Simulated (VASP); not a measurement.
Wanted: the native input for a VASP 6.6.1 run.

```
Task                   : single point
Functional             : PBEsol
Potentials or basis    : VASP PAW PBE potentials, release 64 (K_sv)
Cutoff                 : 520 eV
k mesh                 : 10 × 10 × 10
Occupations            : gaussian, width 0.1 eV
Spin                   : no spin polarisation
Dipole correction      : no
Further INCAR settings : ALGO = Fast; EDIFF = 1e-07; NBANDS = 16
```

The structure of K lies in POSCAR:

```
K
1.0
    5.3145400000      0.0000000000      0.0000000000
    0.0000000000      5.3145400000      0.0000000000
    0.0000000000      0.0000000000      5.0421045166
K
2
Direct
    0.0000000000      0.0000000000      0.0000000000
    0.5000000000      0.5000000000      0.5000000000
```

This cell differs from its parent crystal: biaxial strain in the a-b plane: +1.5 %, then relaxed in part.

These files were run (other wordings do the same):

INCAR

```
PREC     = Accurate       # precision mode
ENCUT    = 520            # plane-wave cutoff, eV
EDIFF    = 1E-7           # SCF threshold, eV
ISMEAR   = 0              # smearing method
SIGMA    = 0.1            # smearing width, eV
LREAL    = F              # projectors in reciprocal space
LASPH    = T              # aspherical terms in the spheres
NELM     = 80             # most SCF steps
ALGO     = Fast           # electronic algorithm
ISIF     = 2              # what is computed and relaxed
LWAVE    = F              # write WAVECAR
LCHARG   = T              # write CHGCAR
GGA      = PS             # functional
LELF     = T              # ELF
LVHAR    = T            
NBANDS   = 16             # bands
```

KPOINTS

```
Automatic mesh
0
Gamma
  10 10 10
```

Potentials or basis: VASP PAW PBE potentials, release 64 (K_sv).

Command:

```sh
$ cat potpaw_PBE.64/K_sv/POTCAR > POTCAR
$ mpirun -np 1 vasp_std > vasp.out
```

Results of the run:

| Item | Value |
| --- | --- |
| Pressure | 0.0 GPa |
| Band gap on the k mesh | zero (bands 9 and 10 overlap by 2.23 eV) |

Caveat: the cell differs from its parent crystal (biaxial strain in the a-b plane: +1.5 %, then relaxed in part); the PAW data sets were made with another functional, which shifts forces and pressure a little.

Wall time 3.6 min on 1 thread of Oxide Virtual Turin-like Processor, with other jobs on the host, peak memory 0.36 GiB.
